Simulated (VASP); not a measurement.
Write the native input for VASP 6.6.1 that does the following.

| Quantity | Value |
| --- | --- |
| Task | single point |
| Functional | PBEsol |
| Potentials or basis | VASP PAW PBE potentials, release 64 (Y_sv) |
| Cutoff | 520 eV |
| k mesh | 13 × 13 × 13 |
| Occupations | fermi-dirac, width 0.1 eV |
| Spin | no spin polarisation |
| Dipole correction | no |
| Further INCAR settings | ALGO = Normal; EDIFF = 1e-06; NBANDS = 12 |

The structure of Y lies in POSCAR:

```
Y
1.0
    0.0000000000      2.4063562143      2.4063562143
    2.4063562143      0.0000000000      2.4063562143
    2.4063562143      2.4063562143      0.0000000000
Y
1
Direct
    0.0000000000      0.0000000000      0.0000000000
```

This cell differs from its parent crystal: volume scaled by 0.9.

One way to write it, as run:

INCAR

```
SYSTEM = Y
  PREC = Accurate
  ENCUT = 520
  EDIFF = 1E-6
  ISMEAR = -1
  SIGMA = 0.1
  LREAL = .FALSE.
  LASPH = .TRUE.
  NELM = 100
  ALGO = Normal
  ISIF = 2
  LWAVE = .FALSE.
  LCHARG = .TRUE.
  GGA = PS
  LELF = .TRUE.
  LVHAR = .TRUE.
  NBANDS = 12
```

KPOINTS

```
regular mesh
0
G
  13 13 13
  0 0 0
```

Potentials or basis: VASP PAW PBE potentials, release 64 (Y_sv).

Command:

```console
$ cat potpaw_PBE.64/Y_sv/POTCAR > POTCAR
$ mpirun -np 1 vasp_std > vasp.out
```

Results of the run:

- Pressure: 4.9 GPa

Caveat: the PAW data sets were made with another functional, which shifts forces and pressure a little.

It took 20 s on 1 thread of Intel(R) Xeon(R) 6975P-C (Granite Rapids), on a shared host, peak memory 0.19 GiB.
